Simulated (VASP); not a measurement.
# In (R-3m) in VASP: further runs

Runs on In. Level: r2SCAN. Tasks: single point.

All numbers are computed with VASP 6.6.1; they aren't measurements. Logs are shortened: lines on timing, memory, paths and dates and some standing lists are left out, and cuts for length are marked.

### Step 1. The cell of the first run

Symmetry: R-3m, No. 166, trigonal system. The conventional cell has a = 6.709 Å, b = 6.709 Å, c = 2.054 Å, α = 90.00°, β = 90.00°, γ = 120.00°. In (site symmetry -3m) has 2 In at 2.05 Å within 2.7 Å.

### Step 2. Single point, r2SCAN

Input file POSCAR:

```
In
1.0
   -2.7671387063      1.9765276474      1.9765276474
    1.9765276474     -2.7671387063      1.9765276474
    1.9765276474      1.9765276474     -2.7671387063
In
1
Direct
    0.0000000000      0.0000000000      0.0000000000
```

Input file INCAR.step1:

```
ALGO = Normal
EDIFF = 1E-5
ENCUT = 550
GGA = PE
GGA_COMPAT = False
ISMEAR = 0
LASPH = True
LCHARG = False
LREAL = False
LWAVE = True
NBANDS = 12
NELM = 120
PREC = Accurate
SIGMA = 0.15
```

Input file INCAR.step2:

```
ALGO = Normal
EDIFF = 1E-6
ENCUT = 550
GGA_COMPAT = False
ISIF = 2
ISMEAR = 0
ISTART = 1
LASPH = True
LCHARG = False
LMIXTAU = True
LREAL = False
LWAVE = False
METAGGA = R2SCAN
NBANDS = 12
NELM = 120
PREC = Accurate
SIGMA = 0.15
```

Input file KPOINTS:

```
k-points
0
Gamma
  20 20 20
```

Potentials or basis: VASP PAW PBE potentials, release 64 (In_d).

Launch:

```console
$ cat potpaw_PBE.64/In_d/POTCAR > POTCAR
$ cp INCAR.step1 INCAR
$ mpirun -np 1 vasp_std > vasp.out
$ cp INCAR.step2 INCAR
$ mpirun -np 1 vasp_std > vasp.out
```

OUTCAR:

```text
EDIFF = 1E-6
   ENCUT = 550
   ISIF = 2
   ISMEAR = 0
   ISTART = 1
   LASPH = True
   LREAL = False
   METAGGA = R2SCAN
   NELM = 120
   PREC = Accurate

 ion  position               nearest neighbor table
   1  0.000  0.000  0.000-

  LATTYP: Found a trigonal (rhomboedric) cell.
 ALAT       =     3.9332403565
 COS(alpha) =    -0.4545454545

  Lattice vectors:

 A1 = (  -2.7671387063,   1.9765276474,   1.9765276474)
 A2 = (   1.9765276474,  -2.7671387063,   1.9765276474)
 A3 = (   1.9765276474,   1.9765276474,  -2.7671387063)

Analysis of symmetry for initial positions (statically):
=====================================================================
 Subroutine PRICEL returns:
 Original cell was already a primitive cell.

 Routine SETGRP: Setting up the symmetry group for a
 trigonal (rhombohedral) supercell.

 Subroutine GETGRP returns: Found 12 space group operations
 (whereof 12 operations were pure point group operations)
 out of a pool of 12 trial point group operations.

The static configuration has the point symmetry D_3d.

Analysis of symmetry for dynamics (positions and initial velocities):
=====================================================================
 Subroutine PRICEL returns:
 Original cell was already a primitive cell.

 Routine SETGRP: Setting up the symmetry group for a
 trigonal (rhombohedral) supercell.

 Subroutine GETGRP returns: Found 12 space group operations
 (whereof 12 operations were pure point group operations)
 out of a pool of 12 trial point group operations.

The dynamic configuration has the point symmetry D_3d.

 Subroutine INISYM returns: Found 12 space group operations
 (whereof 12 operations are pure point group operations),
 and found     1 'primitive' translations

----------------------------------------------------------------------------------------

                                     Primitive cell

  volume of cell :      26.6859

  direct lattice vectors                    reciprocal lattice vectors
    -2.767138706  1.976527647  1.976527647     0.140538271  0.351345677  0.351345677
     1.976527647 -2.767138706  1.976527647     0.351345677  0.140538271  0.351345677
     1.976527647  1.976527647 -2.767138706     0.351345677  0.351345677  0.140538271

  length of vectors
     3.933240356  3.933240356  3.933240356     0.516370579  0.516370579  0.516370579

  position of ions in fractional coordinates (direct lattice)
     0.000000000  0.000000000  0.000000000

  ion indices of the primitive-cell ions
   primitive index   ion index
                 1           1

----------------------------------------------------------------------------------------

 KPOINTS: k-points

Automatic generation of k-mesh.
 Grid dimensions read from file:
 generate k-points for:   20   20   20

 Generating k-lattice:

  Cartesian coordinates                     Fractional coordinates (reciprocal lattice)
     0.007026914  0.017567284  0.017567284     0.050000000 -0.000000000 -0.000000000
     0.017567284  0.007026914  0.017567284    -0.000000000  0.050000000 -0.000000000
     0.017567284  0.017567284  0.007026914    -0.000000000 -0.000000000  0.050000000

  Length of vectors
     0.025818529  0.025818529  0.025818529

  Shift w.r.t. Gamma in fractional coordinates (k-lattice)
     0.000000000  0.000000000  0.000000000

 Subroutine IBZKPT returns following result:
 ===========================================

 Found    781 irreducible k-points:

 Following reciprocal coordinates:
            Coordinates               Weight
  0.000000  0.000000  0.000000      1.000000
  0.050000 -0.000000 -0.000000      6.000000
  0.100000  0.000000  0.000000      6.000000
  0.150000  0.000000  0.000000      6.000000
  0.200000  0.000000  0.000000      6.000000
  0.250000  0.000000  0.000000      6.000000
[... 16 lines left out ...]
 -0.400000  0.050000 -0.000000     12.000000
 -0.350000  0.050000 -0.000000     12.000000
 [... further k-points ...]
   k-points           NKPTS =    781   k-points in BZ     NKDIM =    781   number of bands    NBANDS=     12
   number of dos      NEDOS =    301   number of ions     NIONS =      1
   total plane-waves  NPLWV =  27000
   dimension x,y,z NGX =    30 NGY =   30 NGZ =   30
   dimension x,y,z NGXF=    60 NGYF=   60 NGZF=   60
   ions per type =               1
   NGX,Y,Z   is equivalent  to a cutoff of  12.68, 12.68, 12.68 a.u.
   NGXF,Y,Z  is equivalent  to a cutoff of  25.36, 25.36, 25.36 a.u.
 SYSTEM =  unknown system
   PREC   = accura    normal or accurate (medium, high low for compatibility)
   ISTART =      1    job   : 0-new  1-cont  2-samecut
   ICHARG =      0    charge: 1-file 2-atom 10-const
   ISPIN  =      1    spin polarized calculation?
   LNONCOLLINEAR =      F non collinear calculations
   LSORBIT =      F    spin-orbit coupling
   LASPH  =      T    aspherical Exc in radial PAW
   ENCUT  =  550.0 eV  40.42 Ry    6.36 a.u.   7.52  7.52  7.52*2*pi/ulx,y,z
   NELM   =    120;   NELMIN=  2; NELMDL=  0     # of ELM steps
   EDIFF  = 0.1E-05   stopping-criterion for ELM
   LREAL  =      F    real-space projection
   EDIFFG = 0.1E-04   stopping-criterion for IOM
   NSW    =      0    number of steps for IOM
   IBRION =     -1    ionic relax: 0-MD 1-quasi-New 2-CG
   NFREE  =      0    steps in history (QN), initial steepest desc. (CG)
   ISIF   =      2    stress and relaxation
   ISYM   =      2    0-nonsym 1-usesym 2-fastsym
   POTIM  = 0.5000    time-step for ionic-motion
   TEBEG  =    0.0;   TEEND  =   0.0 temperature during run
   PSTRESS=    0.0 pullay stress
   NELECT =      13.0000    total number of electrons
   NUPDOWN=      -1.0000    fix difference up-down
   EMIN   =  10.00;   EMAX   =-10.00  energy-range for DOS
   EFERMI =   0.00;   METHOD = LEGACY
   ISMEAR =     0;   SIGMA  =   0.15  broadening in eV -4-tet -1-fermi 0-gaus
   EFERMI_NEDOS =   21; number of points for ismear=-14 and -15
   IALGO  =     38    algorithm
   IMIX   =      4    mixing-type and parameters
     AMIX     =   0.40;   BMIX     =  1.00
     AMIX_MAG =   1.60;   BMIX_MAG =  1.00
  volume/ion in A,a.u.               =      26.69       180.09
  Fermi-wavevector in a.u.,A,eV,Ry     =   1.288136  2.434225 22.576080  1.659295
  Thomas-Fermi vector in A             =   2.420108
   LORBIT       =      0    0 simple, 1 ext, 2 COOP (PROOUT), +10 PAW based schemes
   METAGGA = R2SCAN    functional components
   LHFCALC =     F    Hartree Fock is set to
   AEXX    =    0.0000 exact exchange contribution
   IVDW    =     0    specifies the selected vdW correction
   LEPSILON=     F    determine dielectric tensor
   LRPA    =     F    only Hartree local field effects (RPA)
 non-spin polarized calculation
 Gauss-broadening in eV      SIGMA  =   0.15
  energy-cutoff  :      550.00
  volume of cell :       26.69
 maximum number of plane-waves:       801
   NGX = 15   NGY = 15   NGZ = 15

 number of electron      13.0000007 magnetization

 Free energy of the ion-electron system (eV)
  ---------------------------------------------------
  ext. energy  EPLUGINS =         0.00000000
  ---------------------------------------------------
  free energy    TOTEN  =       -18.65394767 eV

  energy without entropy =      -18.64932999  energy(sigma->0) =      -18.65163883

 E-fermi :   7.0748     XC(G=0): -10.4748

 val. band max:        7.0684225961   @ k =  -0.4000   0.2000  -0.0000
 cond. band min:       7.0910040579   @ k =  -0.2000   0.3000   0.0500
 fundamental gap:      0.0225814618
 Fermi energy:         7.0748265295

 k-point     1 :       0.0000    0.0000    0.0000
  band No.  band energies     occupation
      1     -13.4374      2.00000
      2      -9.1605      2.00000
      3      -9.1605      2.00000
      4      -7.3591      2.00000
      5      -7.3591      2.00000
      6      -2.9640      2.00000
      7       9.2250      0.00000
      8       9.2250      0.00000
      9      15.1717      0.00000
     10      15.9355      0.00000
     11      15.9355      0.00000
     12      16.1027      0.00000

 k-point     2 :       0.0500   -0.0000   -0.0000
  band No.  band energies     occupation
      1     -13.2821      2.00000
      2      -9.1444      2.00000
      3      -9.1433      2.00000
      4      -7.4798      2.00000
      5      -7.4796      2.00000
      6      -2.8672      2.00000
      7       9.3304      0.00000
      8       9.3878      0.00000
      9      15.2953      0.00000
     10      15.6240      0.00000
     11      16.0475      0.00000
     12      16.6305      0.00000

 k-point     3 :       0.1000    0.0000    0.0000
  band No.  band energies     occupation
      1     -12.8274      2.00000
      2      -9.0973      2.00000
      3      -9.0932      2.00000
      4      -7.8193      2.00000
      5      -7.8178      2.00000
      6      -2.5743      2.00000
      7       9.6205      0.00000
      8       9.8503      0.00000
      9      15.4645      0.00000
     10      15.6416      0.00000
     11      16.4138      0.00000
     12      17.4436      0.00000
[... 286 lines left out ...]
 k-point    23 :      -0.4000    0.0500   -0.0000
  band No.  band energies     occupation
      1     -10.5521      2.00000
      2     -10.5297      2.00000
      3      -8.6160      2.00000
      4      -8.5854      2.00000
      5      -8.0391      2.00000
      6       2.4089      2.00000
      7      11.6374      0.00000
      8      13.6338      0.00000
      9      16.6731      0.00000
     10      18.5905      0.00000
     11      20.0249      0.00000
     12      22.8359      0.00000

 k-point    24 :      -0.3500    0.0500   -0.0000
  band No.  band energies     occupation
      1     -10.0749      2.00000
      2     -10.0550      2.00000
      3      -9.0342      2.00000
      4      -8.7150      2.00000
      5      -8.6847      2.00000
      6       0.9599      2.00000
      7      10.8844      0.00000
      8      12.7154      0.00000
      9      17.2495      0.00000
     10      18.5919      0.00000
     11      19.8634      0.00000
     12      22.5089      0.00000

 [... further k-points ...]

------------------------ aborting loop because EDIFF is reached ----------------------------------------

  FORCE on cell =-STRESS in cart. coord.  units (eV):
  Direction    XX          YY          ZZ          XY          YZ          ZX
  --------------------------------------------------------------------------------------
  -------------------------------------------------------------------------------------
  Total       11.0420315     11.0420315     11.0420315     11.7078948     11.7078948     11.7078948
  in kB      662.9444648    662.9444648    662.9444648    702.9217456    702.9217456    702.9217456
  external PRESSURE =     662.9444648 kB  Pullay stress =       0.0000000 kB

 VOLUME and BASIS-vectors are now :
 -----------------------------------------------------------------------------
  energy-cutoff  :      550.00
  volume of cell :       26.69
      direct lattice vectors                 reciprocal lattice vectors
    -2.767138706  1.976527647  1.976527647     0.140538271  0.351345677  0.351345677
     1.976527647 -2.767138706  1.976527647     0.351345677  0.140538271  0.351345677
     1.976527647  1.976527647 -2.767138706     0.351345677  0.351345677  0.140538271

 POSITION                                       TOTAL-FORCE (eV/Angst)
 -----------------------------------------------------------------------------------
      0.00000      0.00000      0.00000         0.000000     -0.000000      0.000000
 -----------------------------------------------------------------------------------
    total drift:                               -0.000000     -0.000000      0.000000

  FREE ENERGIE OF THE ION-ELECTRON SYSTEM (eV)
  ---------------------------------------------------
  free  energy   TOTEN  =       -18.6539476694 eV

  energy  without entropy=      -18.6493299857  energy(sigma->0) =      -18.65163883
```

It took 25 min on 1 thread of Oxide Virtual Turin-like, shared host; peak memory 0.35 GiB.

Results:

| Property | Result |
| --- | --- |
| Free energy | -18.6539 eV |
| Pressure | 66.3 GPa |
| Band gap on the k mesh | zero (an odd number of electrons rules out a gap without spin polarisation) |

Stress tensor (GPa, compression positive):
```
66.29 70.29 70.29
70.29 66.29 70.29
70.29 70.29 66.29
```

Caveat: the cell stands under pressure; the PAW data sets were made with another functional, which shifts forces and pressure a little; spin-orbit coupling is left out, which moves the levels of the heavy elements.

### Step 3. Single point, r2SCAN

This run uses another cell than the first one, of the same volume but with other edges.

Input file POSCAR:

```
In
1.0
   -2.3141739544      1.9062040780      1.9062040780
    1.9062040780     -2.3141739544      1.9062040780
    1.9062040780      1.9062040780     -2.3141739544
In
1
Direct
    0.0000000000      0.0000000000      0.0000000000
```

Input file INCAR.step1:

```
PREC = Accurate
ENCUT = 550
ISMEAR = 0
SIGMA = 0.15
LREAL = False
LASPH = True
NELM = 120
NBANDS = 12
GGA = PE
ALGO = Normal
EDIFF = 1E-5
LWAVE = True
LCHARG = False
GGA_COMPAT = False
```

Input file INCAR.step2:

```
PREC = Accurate
ENCUT = 550
EDIFF = 1E-6
ISMEAR = 0
SIGMA = 0.15
LREAL = False
LASPH = True
NELM = 120
ALGO = Normal
ISIF = 2
LWAVE = False
LCHARG = False
METAGGA = R2SCAN
LMIXTAU = True
NBANDS = 12
ISTART = 1
GGA_COMPAT = False
```

Input file KPOINTS:

```
regular mesh
0
Gamma
  20 20 20
```

Potentials or basis: VASP PAW PBE potentials, release 64 (In_d).

Launch:

```console
$ cat potpaw_PBE.64/In_d/POTCAR > POTCAR
$ cp INCAR.step1 INCAR
$ mpirun -np 1 vasp_std > vasp.out
$ cp INCAR.step2 INCAR
$ mpirun -np 1 vasp_std > vasp.out
```

OUTCAR:

```text
PREC = Accurate
   ENCUT = 550
   EDIFF = 1E-6
   ISMEAR = 0
   LREAL = False
   LASPH = True
   NELM = 120
   ISIF = 2
   METAGGA = R2SCAN
   ISTART = 1

 ion  position               nearest neighbor table
   1  0.000  0.000  0.000-

  LATTYP: Found a trigonal (rhomboedric) cell.
 ALAT       =     3.5528339484
 COS(alpha) =    -0.4110840653

  Lattice vectors:

 A1 = (  -2.3141739544,   1.9062040780,   1.9062040780)
 A2 = (   1.9062040780,  -2.3141739544,   1.9062040780)
 A3 = (   1.9062040780,   1.9062040780,  -2.3141739544)

Analysis of symmetry for initial positions (statically):
=====================================================================
 Subroutine PRICEL returns:
 Original cell was already a primitive cell.

 Routine SETGRP: Setting up the symmetry group for a
 trigonal (rhombohedral) supercell.

 Subroutine GETGRP returns: Found 12 space group operations
 (whereof 12 operations were pure point group operations)
 out of a pool of 12 trial point group operations.

The static configuration has the point symmetry D_3d.

[... 167 lines left out ...]
      1      -9.1984      2.00000
      2      -8.1369      2.00000
      3      -8.1369      2.00000
      4      -7.6260      2.00000
      5      -7.6260      2.00000
      6      -2.7045      2.00000
      7      13.8396      0.00000
      8      13.8396      0.00000
      9      18.1932      0.00000
     10      18.9402      0.00000
     11      18.9715      0.00000
     12      18.9715      0.00000
[... 331 lines left out ...]
 k-point    24 :      -0.3500    0.0500    0.0000
  band No.  band energies     occupation
      1      -8.2435      2.00000
      2      -8.2089      2.00000
      3      -8.0301      2.00000
      4      -7.9977      2.00000
      5      -7.9203      2.00000
      6       0.4038      2.00000
      7      11.7390      0.00000
      8      12.6254      0.00000
      9      13.6766      0.00000
     10      19.0328      0.00000
     11      19.5725      0.00000
     12      20.7500      0.00000

 [... further k-points ...]

------------------------ aborting loop because EDIFF is reached ----------------------------------------

  FORCE on cell =-STRESS in cart. coord.  units (eV):
  Direction    XX          YY          ZZ          XY          YZ          ZX
  --------------------------------------------------------------------------------------
  -------------------------------------------------------------------------------------
  Total        1.1740286      1.1740286      1.1740286      1.4412125      1.4412125      1.4412125
  in kB       70.4866439     70.4866439     70.4866439     86.5279067     86.5279067     86.5279067
  external PRESSURE =      70.4866439 kB  Pullay stress =       0.0000000 kB

 VOLUME and BASIS-vectors are now :
 -----------------------------------------------------------------------------
  energy-cutoff  :      550.00
  volume of cell :       26.69
      direct lattice vectors                 reciprocal lattice vectors
    -2.314173954  1.906204078  1.906204078     0.064520398  0.301465997  0.301465997
     1.906204078 -2.314173954  1.906204078     0.301465997  0.064520398  0.301465997
     1.906204078  1.906204078 -2.314173954     0.301465997  0.301465997  0.064520398

 POSITION                                       TOTAL-FORCE (eV/Angst)
 -----------------------------------------------------------------------------------
      0.00000      0.00000      0.00000        -0.000000      0.000000      0.000000
 -----------------------------------------------------------------------------------
    total drift:                                0.000000     -0.000000      0.000000

  FREE ENERGIE OF THE ION-ELECTRON SYSTEM (eV)
  ---------------------------------------------------
  free  energy   TOTEN  =       -22.2284572207 eV

  energy  without entropy=      -22.2235323701  energy(sigma->0) =      -22.22599480
```

OSZICAR.step1:

```text
N       E                     dE             d eps       ncg     rms          rms(c)
DAV:   1     0.815326950651E+02    0.81533E+02   -0.64884E+03 19004   0.142E+03
DAV:   2     0.187365134519E+01   -0.79659E+02   -0.77734E+02 19544   0.301E+02
DAV:   3    -0.211775645850E+01   -0.39914E+01   -0.39796E+01 22240   0.674E+01
DAV:   4    -0.221138150599E+01   -0.93625E-01   -0.93594E-01 23716   0.103E+01
DAV:   5    -0.221549069642E+01   -0.41092E-02   -0.41090E-02 25724   0.191E+00    0.324E+00
DAV:   6    -0.218062005346E+01    0.34871E-01   -0.40228E-02 23716   0.424E+00    0.161E+00
DAV:   7    -0.217017476073E+01    0.10445E-01   -0.18788E-02 26788   0.253E+00    0.288E-01
DAV:   8    -0.216971495649E+01    0.45980E-03   -0.17528E-03 23016   0.619E-01    0.751E-02
DAV:   9    -0.216973017902E+01   -0.15223E-04   -0.82144E-05 27020   0.975E-02    0.267E-02
DAV:  10    -0.216972703912E+01    0.31399E-05   -0.47993E-06 13560   0.235E-02
   1 F= -.21697270E+01 E0= -.21670363E+01  d E =-.538143E-02
```

Run time: 15 min. Hardware: 1 thread of Oxide Virtual Turin-like, shared host; peak memory 0.34 GiB.

What came out:

```
Free energy            : -22.2285 eV
Pressure               : 7.0 GPa
Band gap on the k mesh : zero (an odd number of electrons rules out a gap without spin polarisation)
```

Levels at points of the mesh, in eV from the Fermi level:
```csv
k point,band 4,band 5,band 6,band 7,band 8,band 9
"(0.00, 0.00, 0.00)",-15.03,-15.03,-10.11,6.43,6.43,10.79
"(0.50, 0.00, 0.00)",-15.31,-14.69,-2.69,-1.34,5.20,7.54
"(0.50, 0.50, 0.00)",-15.02,-15.00,-6.26,-4.00,3.20,7.11
"(0.50, 0.50, 0.50)",-15.30,-14.61,-0.50,2.18,2.84,2.84
```

Caveat: the cell stands under pressure; the PAW data sets were made with another functional, which shifts forces and pressure a little; spin-orbit coupling is left out, which moves the levels of the heavy elements.

The gap in the log of VASP goes by the Fermi energy; the results here count the filled bands.